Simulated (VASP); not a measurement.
A run of VASP 6.6.1:

INCAR

```
SYSTEM = C
PREC = Accurate
ENCUT = 520
EDIFF = 1E-7
ISMEAR = 0
SIGMA = 0.1
LREAL = .False.
LASPH = .True.
NELM = 80
ALGO = Normal
ISIF = 2
LWAVE = .False.
LCHARG = .True.
LDIPOL = .True.
IDIPOL = 3
DIPOL = 0.5 0.5 0.500
GGA = PS
LELF = .True.
LVHAR = .True.
LVACPOTAV = .True.
NBANDS = 26
```

Contents of KPOINTS:

```
regular mesh
0
Gamma
  15 15 1
  0 0 0
```

File POSCAR:

```
C
1.0
    2.4589569349      0.0000000000      0.0000000000
   -1.2294784674      2.1295191724      0.0000000000
    0.0000000000      0.0000000000     42.7207955651
C
8
Direct
    0.0000000000      0.0000000000      0.1755645193
    0.3333333333      0.6666666667      0.1755585284
    0.0000000000      0.0000000000      0.2600436921
    0.6666666667      0.3333333333      0.2600496830
    0.3333333333      0.6666666667      0.7399503170
    0.0000000000      0.0000000000      0.7399563079
    0.0000000000      0.0000000000      0.8244354807
    0.6666666667      0.3333333333      0.8244414716
```

Potentials or basis: VASP PAW PBE potentials, release 64 (C).

Run with:

```sh
$ cat potpaw_PBE.64/C/POTCAR > POTCAR
$ mpirun -np 1 vasp_std > vasp.out
```

Hardware: 1 thread of Intel Xeon 8259CL, on a shared host.

Q: Estimate the wall time of this run.

A: Wall time 7.5 min on 1 thread of Intel Xeon 8259CL, with other jobs on the host, peak memory 0.35 GiB. Counts: scf iterations 24, k points 27.
